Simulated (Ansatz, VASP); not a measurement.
## ZrB in VASP and in Ansatz

```
CELL_PARAMETERS angstrom
1.96143 -1.98572 0.00000
1.96143 1.98572 0.00000
0.00000 0.00000 4.01395
ATOMIC_POSITIONS crystal
Zr 0.00000 0.00000 0.50000
B 0.50000 0.50000 0.50000
```

Alike in both runs: task relaxation of cell and atoms; functional PBE; dispersion D3(BJ); k mesh 10 × 10 × 7; occupations fermi-dirac, width 0.05 eV; no spin polarisation.

```csv
,VASP,Ansatz
version,VASP 6.6.1,Ansatz 0.2.0
potentials or method,"VASP PAW PBE potentials, release 64 (Zr_sv, B)",Ansatz PAW
plane-wave cutoff (eV),600,420
valence electrons in the cell,15,15
```

```csv
,VASP,Ansatz,Ansatz less VASP
"gap on the k mesh at the Fermi level, each at its own relaxed structure (eV)",none,none,-
relaxed volume (Å³/atom),16.62,16.60,-0.014
relaxed cell length with the largest relative difference (Å),2.909,2.908,-0.0011
```

A gap of «none» marks a metal or a gap that the smearing closes.

Noted on Ansatz's run: the plane-wave basis is chosen anew once the cell has moved, so the energies of steps on either side of that aren't comparable.
